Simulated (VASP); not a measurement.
# CaS (Fm-3m) in VASP: a series of runs

The runs below take CaS through single point, relaxation of cell and atoms, with LDA.

Program: VASP 6.6.1. These are calculated values, not measurements. Logs are shortened: lines on timing, memory, paths and dates and some standing lists are left out, and cuts for length are marked.

**1. The cell of the first run**

The structure is cubic, space group Fm-3m (No. 225). The conventional cell has a = 5.650 Å, b = 5.650 Å, c = 5.650 Å, α = 90.00°, β = 90.00°, γ = 90.00°. Within 3.7 Å of Ca (site symmetry m-3m) lie 6 S at 2.83 Å. Within 3.7 Å of S (site symmetry m-3m) lie 6 Ca at 2.83 Å.

**2. Single point, LDA**

Input file INCAR:

```
PREC = Accurate ; ENCUT = 500
EDIFF = 1E-6 ; ISMEAR = 0
SIGMA = 0.1 ; LREAL = False
LASPH = True ; NELM = 120
ALGO = Normal ; ISIF = 2
LWAVE = False ; LCHARG = False
NBANDS = 15 ; GGA_COMPAT = False
```

Input file KPOINTS:

```
regular mesh
0
Gamma
  6 6 6
```

Input file POSCAR:

```
CaS
1.0
    0.0000000000      2.8250000000      2.8250000000
    2.8250000000      0.0000000000      2.8250000000
    2.8250000000      2.8250000000      0.0000000000
Ca S
1 1
Direct
    0.0000000000      0.0000000000      0.0000000000
    0.5000000000      0.5000000000      0.5000000000
```

Potentials or basis: VASP PAW LDA potentials, release 64 (Ca_sv, S).

Started as:

```console
> cat potpaw_LDA.64/Ca_sv/POTCAR potpaw_LDA.64/S/POTCAR > POTCAR
> mpirun -np 1 vasp_std > vasp.out
```

OUTCAR:

```text
PREC = Accurate
   ENCUT = 500
   EDIFF = 1E-6
   ISMEAR = 0
   LREAL = False
   LASPH = True
   NELM = 120
   ISIF = 2

 ion  position               nearest neighbor table
   1  0.000  0.000  0.000-   2 2.83   2 2.83   2 2.83   2 2.83   2 2.83   2 2.83
   2  0.500  0.500  0.500-   1 2.83   1 2.83   1 2.83   1 2.83   1 2.83   1 2.83

  LATTYP: Found a face centered cubic cell.
 ALAT       =     5.6500000000

  Lattice vectors:

 A1 = (   0.0000000000,   2.8250000000,   2.8250000000)
 A2 = (   2.8250000000,   0.0000000000,   2.8250000000)
 A3 = (   2.8250000000,   2.8250000000,   0.0000000000)

Analysis of symmetry for initial positions (statically):
=====================================================================
 Subroutine PRICEL returns:
 Original cell was already a primitive cell.

 Routine SETGRP: Setting up the symmetry group for a
 face centered cubic supercell.

 Subroutine GETGRP returns: Found 48 space group operations
 (whereof 48 operations were pure point group operations)
 out of a pool of 48 trial point group operations.

The static configuration has the point symmetry O_h .

Analysis of symmetry for dynamics (positions and initial velocities):
=====================================================================
 Subroutine PRICEL returns:
 Original cell was already a primitive cell.

 Routine SETGRP: Setting up the symmetry group for a
 face centered cubic supercell.

 Subroutine GETGRP returns: Found 48 space group operations
 (whereof 48 operations were pure point group operations)
 out of a pool of 48 trial point group operations.

The dynamic configuration has the point symmetry O_h .

 Subroutine INISYM returns: Found 48 space group operations
 (whereof 48 operations are pure point group operations),
 and found     1 'primitive' translations

----------------------------------------------------------------------------------------

                                     Primitive cell

  volume of cell :      45.0905

  direct lattice vectors                    reciprocal lattice vectors
     0.000000000  2.825000000  2.825000000    -0.176991150  0.176991150  0.176991150
     2.825000000  0.000000000  2.825000000     0.176991150 -0.176991150  0.176991150
     2.825000000  2.825000000  0.000000000     0.176991150  0.176991150 -0.176991150

  length of vectors
     3.995153314  3.995153314  3.995153314     0.306557665  0.306557665  0.306557665

  position of ions in fractional coordinates (direct lattice)
     0.000000000  0.000000000  0.000000000
[... 79 lines left out ...]
   PSTRESS=    0.0 pullay stress
   NELECT =      16.0000    total number of electrons
   NUPDOWN=      -1.0000    fix difference up-down
   EMIN   =  10.00;   EMAX   =-10.00  energy-range for DOS
   EFERMI =   0.00;   METHOD = LEGACY
   ISMEAR =     0;   SIGMA  =   0.10  broadening in eV -4-tet -1-fermi 0-gaus
   EFERMI_NEDOS =   21; number of points for ismear=-14 and -15
   IALGO  =     38    algorithm
   IMIX   =      4    mixing-type and parameters
     AMIX     =   0.40;   BMIX     =  1.00
     AMIX_MAG =   1.60;   BMIX_MAG =  1.00
  volume/ion in A,a.u.               =      22.55       152.14
  Fermi-wavevector in a.u.,A,eV,Ry     =   1.159008  2.190207 18.276695  1.343299
  Thomas-Fermi vector in A             =   2.295605
   LORBIT       =      0    0 simple, 1 ext, 2 COOP (PROOUT), +10 PAW based schemes
   GGA     = CA    functional components
   LHFCALC =     F    Hartree Fock is set to
   AEXX    =    0.0000 exact exchange contribution
   IVDW    =     0    specifies the selected vdW correction
   LEPSILON=     F    determine dielectric tensor
   LRPA    =     F    only Hartree local field effects (RPA)
 non-spin polarized calculation
 Gauss-broadening in eV      SIGMA  =   0.10
  energy-cutoff  :      500.00
  volume of cell :       45.09
 maximum number of plane-waves:      1167
 NGX is ok and might be reduce to    30
   NGX = 15   NGY = 15   NGZ = 15

 number of electron      16.0000001 magnetization

 Free energy of the ion-electron system (eV)
  ---------------------------------------------------
  ext. energy  EPLUGINS =         0.00000000
  ---------------------------------------------------
  free energy    TOTEN  =       -11.41783880 eV

  energy without entropy =      -11.41783880  energy(sigma->0) =      -11.41783880

 E-fermi :   3.1870     XC(G=0):  -9.7990

 val. band max:        2.7336176050   @ k =   0.0000   0.0000   0.0000
 cond. band min:       4.8166604681   @ k =   0.5000   0.5000   0.0000
 fundamental gap:      2.0830428632
 Fermi energy:         3.1870210129

 k-point     1 :       0.0000    0.0000    0.0000
  band No.  band energies     occupation
      1     -35.9275      2.00000
      2     -17.2085      2.00000
      3     -17.2085      2.00000
      4     -17.2085      2.00000
      5      -8.6389      2.00000
      6       2.7336      2.00000
      7       2.7336      2.00000
      8       2.7336      2.00000
      9       6.6887      0.00000
     10       6.6887      0.00000
     11       6.6887      0.00000
     12       6.7662      0.00000
     13       7.3513      0.00000
     14       7.3513      0.00000
[... 257 lines left out ...]
      2     -17.3316      2.00000
      3     -17.2877      2.00000
      4     -17.2751      2.00000
      5      -7.8735      2.00000
      6       0.5832      2.00000
      7       1.2529      2.00000
      8       1.2686      2.00000
      9       6.2041      0.00000
     10       8.5235      0.00000
     11       8.5350      0.00000
     12       9.2154      0.00000
     13       9.4547      0.00000
     14      10.5421      0.00000
     15      12.7126      0.00000

------------------------ aborting loop because EDIFF is reached ----------------------------------------

  FORCE on cell =-STRESS in cart. coord.  units (eV):
  Direction    XX          YY          ZZ          XY          YZ          ZX
  --------------------------------------------------------------------------------------
  -------------------------------------------------------------------------------------
  Total       -0.7332068     -0.7332068     -0.7332068      0.0000000     -0.0000000     -0.0000000
  in kB      -26.0526391    -26.0526391    -26.0526391      0.0000000     -0.0000000     -0.0000000
  external PRESSURE =     -26.0526391 kB  Pullay stress =       0.0000000 kB

 VOLUME and BASIS-vectors are now :
 -----------------------------------------------------------------------------
  energy-cutoff  :      500.00
  volume of cell :       45.09
      direct lattice vectors                 reciprocal lattice vectors
     0.000000000  2.825000000  2.825000000    -0.176991150  0.176991150  0.176991150
     2.825000000  0.000000000  2.825000000     0.176991150 -0.176991150  0.176991150
     2.825000000  2.825000000  0.000000000     0.176991150  0.176991150 -0.176991150

 POSITION                                       TOTAL-FORCE (eV/Angst)
 -----------------------------------------------------------------------------------
      0.00000      0.00000      0.00000         0.000000     -0.000000      0.000000
      2.82500      2.82500      2.82500        -0.000000      0.000000     -0.000000
 -----------------------------------------------------------------------------------
    total drift:                               -0.000000      0.000000      0.000000

  FREE ENERGIE OF THE ION-ELECTRON SYSTEM (eV)
  ---------------------------------------------------
  free  energy   TOTEN  =       -11.4178388016 eV

  energy  without entropy=      -11.4178388016  energy(sigma->0) =      -11.41783880
```

It took 8 s on 1 thread of Intel Xeon Platinum 8375C at 2.90GHz (Ice Lake), shared host; peak memory 0.14 GiB.

What came out:

```yaml
Free_energy: -11.4178 eV
Pressure: -2.6 GPa
Band_gap_on_the_k_mesh: 2.08 eV (least direct gap 2.92 eV)
```

**3. Single point, LDA**

This run uses another cell than the first one, of 21.53 Å³/atom.

Input file INCAR:

```
ALGO = Normal
EDIFF = 1E-6
ENCUT = 500
GGA_COMPAT = F
ISIF = 2
ISMEAR = 0
LASPH = T
LCHARG = F
LREAL = F
LWAVE = F
NBANDS = 15
NELM = 120
PREC = Accurate
SIGMA = 0.02
```

Input file KPOINTS:

```
k-points
0
Gamma
  8 8 8
```

Input file POSCAR:

```
CaS
1.0
    0.0000000000      2.7817771869      2.7817771869
    2.7817771869      0.0000000000      2.7817771869
    2.7817771869      2.7817771869      0.0000000000
Ca S
1 1
Direct
    0.0000000000      0.0000000000      0.0000000000
    0.5000000000      0.5000000000      0.5000000000
```

Potentials or basis: VASP PAW LDA potentials, release 64 (Ca_sv, S).

Started as:

```console
> cat potpaw_LDA.64/Ca_sv/POTCAR potpaw_LDA.64/S/POTCAR > POTCAR
> mpirun -np 1 vasp_std > vasp.out
```

Wall time 12 s (1 thread of Intel Xeon Platinum 8375C at 2.90GHz (Ice Lake), shared host); peak memory 0.15 GiB.

The run converged. Its results:

| Quantity | Value |
| --- | --- |
| Free energy | -11.4333 eV |
| Pressure | 0.3 GPa |
| Band gap on the k mesh | 1.96 eV (least direct gap 2.83 eV) |

Levels at points of the mesh, in eV from the valence-band top:
```tsv
k point	band 4	band 5	band 6	band 7	band 8	band 9	band 10	band 11	band 12	band 13
(0.00, 0.00, 0.00)	-19.80	-11.54	0.00	0.00	0.00	3.93	3.93	3.93	4.34	4.64
(0.50, 0.00, 0.00)	-19.82	-10.53	-3.43	-1.35	-1.35	5.16	6.11	6.23	6.23	8.51
(0.50, 0.50, 0.00)	-19.87	-10.82	-2.46	-0.87	-0.87	1.96	5.59	6.12	6.89	6.89
```

A k mesh can miss the band edges.

**4. Relaxation of cell and atoms, LDA**

Input file INCAR:

```
PREC = Accurate
ENCUT = 500
EDIFF = 1E-7
ISMEAR = 0
SIGMA = 0.02
LREAL = False
LASPH = True
NELM = 120
ALGO = Normal
ISIF = 3
LWAVE = False
LCHARG = False
GGA = CA
IBRION = 2
NSW = 100
EDIFFG = -0.002
GGA_COMPAT = False
NELMIN = 4
```

Input file KPOINTS:

```
Automatic mesh
0
Gamma
  8 8 8
```

Input file POSCAR:

```
CaS
1.0
    0.0000000000      2.8250000000      2.8250000000
    2.8250000000      0.0000000000      2.8250000000
    2.8250000000      2.8250000000      0.0000000000
Ca S
1 1
Direct
    0.0000000000      0.0000000000      0.0000000000
    0.5000000000      0.5000000000      0.5000000000
```

Potentials or basis: VASP PAW LDA potentials, release 64 (Ca_sv, S).

Started as:

```console
> cat potpaw_LDA.64/Ca_sv/POTCAR potpaw_LDA.64/S/POTCAR > POTCAR
> mpirun -np 1 vasp_std > vasp.out
```

OUTCAR:

```text
PREC = Accurate
   ENCUT = 500
   EDIFF = 1E-7
   ISMEAR = 0
   LREAL = False
   LASPH = True
   NELM = 120
   ISIF = 3
   GGA = CA
   IBRION = 2
   NSW = 100
   EDIFFG = -0.002
   NELMIN = 4

 ion  position               nearest neighbor table
   1  0.000  0.000  0.000-   2 2.83   2 2.83   2 2.83   2 2.83   2 2.83   2 2.83
   2  0.500  0.500  0.500-   1 2.83   1 2.83   1 2.83   1 2.83   1 2.83   1 2.83

  LATTYP: Found a face centered cubic cell.
 ALAT       =     5.6500000000

  Lattice vectors:

 A1 = (   0.0000000000,   2.8250000000,   2.8250000000)
 A2 = (   2.8250000000,   0.0000000000,   2.8250000000)
 A3 = (   2.8250000000,   2.8250000000,   0.0000000000)

Analysis of symmetry for initial positions (statically):
=====================================================================
 Subroutine PRICEL returns:
 Original cell was already a primitive cell.

 Routine SETGRP: Setting up the symmetry group for a
 face centered cubic supercell.

 Subroutine GETGRP returns: Found 48 space group operations
 (whereof 48 operations were pure point group operations)
 out of a pool of 48 trial point group operations.

The static configuration has the point symmetry O_h .

Analysis of symmetry for dynamics (positions and initial velocities):
=====================================================================
 Subroutine PRICEL returns:
 Original cell was already a primitive cell.

 Routine SETGRP: Setting up the symmetry group for a
 face centered cubic supercell.

 Subroutine GETGRP returns: Found 48 space group operations
 (whereof 48 operations were pure point group operations)
 out of a pool of 48 trial point group operations.

The dynamic configuration has the point symmetry O_h .

 Subroutine INISYM returns: Found 48 space group operations
 (whereof 48 operations are pure point group operations),
 and found     1 'primitive' translations

----------------------------------------------------------------------------------------

[... 125 lines left out ...]
 Gauss-broadening in eV      SIGMA  =   0.02
  energy-cutoff  :      500.00
  volume of cell :       45.09
 maximum number of plane-waves:      1162
 NGX is ok and might be reduce to    30
   NGX = 15   NGY = 15   NGZ = 15

--------------------------------------- Ionic step        1  -------------------------------------------

 number of electron      16.0000001 magnetization

 Free energy of the ion-electron system (eV)
  ---------------------------------------------------
  ext. energy  EPLUGINS =         0.00000000
  ---------------------------------------------------
  free energy    TOTEN  =       -11.41849202 eV

  energy without entropy =      -11.41849202  energy(sigma->0) =      -11.41849202

------------------------ aborting loop because EDIFF is reached ----------------------------------------

  FORCE on cell =-STRESS in cart. coord.  units (eV):
  Direction    XX          YY          ZZ          XY          YZ          ZX
  --------------------------------------------------------------------------------------
  -------------------------------------------------------------------------------------
  Total       -0.7354779     -0.7354779     -0.7354779     -0.0000000      0.0000000      0.0000000
  in kB      -26.1333377    -26.1333377    -26.1333377     -0.0000000      0.0000000      0.0000000
  external PRESSURE =     -26.1333377 kB  Pullay stress =       0.0000000 kB
[... 23 lines left out ...]
--------------------------------------- Ionic step        2  -------------------------------------------

 number of electron      15.9999998 magnetization

 E-fermi :   3.2434     XC(G=0): -10.0322

 val. band max:        3.1433807492   @ k =   0.0000   0.0000   0.0000
 cond. band min:       5.0830196353   @ k =   0.5000   0.5000   0.0000
 fundamental gap:      1.9396388862
 Fermi energy:         3.2434037099

 k-point     1 :       0.0000    0.0000    0.0000
  band No.  band energies     occupation
      1     -35.3477      2.00000
      2     -16.6353      2.00000
      3     -16.6353      2.00000
      4     -16.6353      2.00000
      5      -8.4187      2.00000
      6       3.1434      2.00000
      7       3.1434      2.00000
      8       3.1434      2.00000
      9       7.0711      0.00000
     10       7.0711      0.00000
     11       7.0711      0.00000
     12       7.5309      0.00000
[... 380 lines left out ...]
--------------------------------------- Ionic step        3  -------------------------------------------

 number of electron      15.9999997 magnetization

 Free energy of the ion-electron system (eV)
  ---------------------------------------------------
  ext. energy  EPLUGINS =         0.00000000
  ---------------------------------------------------
  free energy    TOTEN  =       -11.43422817 eV

  energy without entropy =      -11.43422817  energy(sigma->0) =      -11.43422817

 E-fermi :   3.2488     XC(G=0):  -9.9819

 val. band max:        3.0530819888   @ k =   0.0000   0.0000   0.0000
 cond. band min:       5.0254875358   @ k =   0.5000   0.5000   0.0000
 fundamental gap:      1.9724055470
 Fermi energy:         3.2487585675

 k-point     1 :       0.0000    0.0000    0.0000
  band No.  band energies     occupation
      1     -35.4732      2.00000
      2     -16.7595      2.00000
      3     -16.7595      2.00000
      4     -16.7595      2.00000
      5      -8.4673      2.00000
      6       3.0531      2.00000
      7       3.0531      2.00000
      8       3.0531      2.00000
      9       6.9884      0.00000
     10       6.9884      0.00000
     11       6.9884      0.00000
     12       7.3629      0.00000
[... 374 lines left out ...]
  FREE ENERGIE OF THE ION-ELECTRON SYSTEM (eV)
  ---------------------------------------------------
  free  energy   TOTEN  =       -11.4342281713 eV

  energy  without entropy=      -11.4342281713  energy(sigma->0) =      -11.43422817

 reached required accuracy - stopping structural energy minimisation
```

OSZICAR:

```text
N       E                     dE             d eps       ncg     rms          rms(c)
DAV:   1     0.110906551844E+03    0.11091E+03   -0.78873E+03   696   0.124E+03
DAV:   2    -0.581433212765E+01   -0.11672E+03   -0.11094E+03   772   0.292E+02
DAV:   3    -0.113941579610E+02   -0.55798E+01   -0.54347E+01   892   0.597E+01
DAV:   4    -0.117133802029E+02   -0.31922E+00   -0.31893E+00  1264   0.127E+01
[... 26 lines left out ...]
DAV:   4    -0.114341327537E+02   -0.90926E-04   -0.27753E-04   860   0.203E-01    0.788E-02
DAV:   5    -0.114342335295E+02   -0.10078E-03   -0.39104E-04  1132   0.822E-02    0.163E-02
DAV:   6    -0.114342290860E+02    0.44436E-05   -0.11656E-05  1164   0.231E-02    0.732E-03
DAV:   7    -0.114342281782E+02    0.90779E-06   -0.21401E-06  1164   0.898E-03    0.263E-03
DAV:   8    -0.114342281713E+02    0.68376E-08   -0.10669E-07   624   0.338E-03
   3 F= -.11434228E+02 E0= -.11434228E+02  d E =-.157361E-01
```

Run time: 27 s. Hardware: 1 thread of Intel Xeon Platinum 8375C at 2.90GHz (Ice Lake), shared host; peak memory 0.16 GiB.

Results:

```
Free energy                           : -11.4342 eV
Relaxed volume                        : 21.61 Å³/atom
Relaxed cell                          : a = 3.939 Å, b = 3.939 Å, c = 3.939 Å, α = 60.00°, β = 60.00°, γ = 60.00°
Space group after relaxing (to 0.1 Å) : Fm-3m (No. 225)
Energy gained by relaxing             : 7.9 meV/atom
Ionic steps                           : 3
Pressure after relaxing               : 0.0 GPa
Band gap on the k mesh                : 1.97 eV (least direct gap 2.84 eV)
```

The path:
```tsv
step	energy change (eV)	largest force (eV/Å)	pressure (GPa)	volume (Å³)
1	0.0000	0.0000	-2.61	45.09
2	-0.0145	0.0000	0.80	42.73
3	-0.0157	0.0000	0.00	43.23
```

Final structure:
```xyz
2
Lattice="0.0000 2.7856 2.7856 2.7856 0.0000 2.7856 2.7856 2.7856 0.0000" Properties=species:S:1:pos:R:3 pbc="T T T"
Ca    0.0000    0.0000    0.0000
S     2.7856    2.7856    2.7856
```

A k mesh can miss the band edges.

**5. The runs side by side**

```tsv
task	cell	k mesh	smearing	gap on the mesh (eV)	pressure (GPa)
single point	a = 3.995 Å, angles 60.0°, 2 atoms	6 × 6 × 6	gaussian 0.1 eV	2.08	-2.6
single point	a = 3.934 Å, angles 60.0°, 2 atoms	8 × 8 × 8	gaussian 0.02 eV	1.96	0.3
relaxation of cell and atoms	relaxed from a = 3.995 Å, angles 60.0°, 2 atoms	8 × 8 × 8	gaussian 0.02 eV	1.97	0.0
```

Alike in all rows: level LDA; potentials or basis VASP PAW LDA potentials, release 64 (Ca_sv, S); no spin polarisation; cutoff (eV) 500.

Absolute energies hang on the potentials; compare differences alone.
